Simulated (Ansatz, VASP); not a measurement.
**One calculation of InBiPd, two programs**

```
Bi In Pd
1.0
     7.37988    0.00000    0.00000
     0.00000    4.13703    0.00000
     0.00000    0.00000    8.56366
Bi In Pd
4 4 4
Direct
  0.94866 0.25000 0.65978
  0.55134 0.75000 0.15978
  0.44866 0.25000 0.84022
  0.05134 0.75000 0.34022
  0.36543 0.25000 0.43570
  0.13457 0.75000 0.93570
  0.86543 0.25000 0.06430
  0.63457 0.75000 0.56430
  0.23825 0.25000 0.13239
  0.26175 0.75000 0.63239
  0.73825 0.25000 0.36761
  0.76175 0.75000 0.86761
```

Alike in both runs: task relaxation of cell and atoms; functional PBEsol; k mesh 4 × 8 × 4; occupations gaussian, width 0.05 eV; no spin polarisation.

|  | VASP | Ansatz |
| --- | --- | --- |
| version | VASP 6.6.1 | Ansatz 0.2.0 |
| potentials or method | VASP PAW PBE potentials, release 64 (Bi_d, In_d, Pd), cutoff 500 eV | scalar-relativistic, plane waves, PAW |
| valence electrons in the cell | 152 | 184 |

Ansatz gave:

* gap on the k mesh at the Fermi level, each at its own relaxed structure (eV): none
* relaxed volume (Å³/atom): 21.75
* relaxed cell length with the largest relative difference (Å): 7.376

Which values does VASP return?

gap on the k mesh at the Fermi level, each at its own relaxed structure (eV): none; relaxed volume (Å³/atom): 21.75; relaxed cell length with the largest relative difference (Å): 7.370.

VASP's potentials were made for PBE, not for PBEsol. A gap of «none» marks a metal or a gap that the smearing closes. VASP's potentials hold 152 valence electrons a cell and Ansatz's 184, so a difference there can come from the potentials and not from the codes.

Spin-orbit coupling is off throughout.
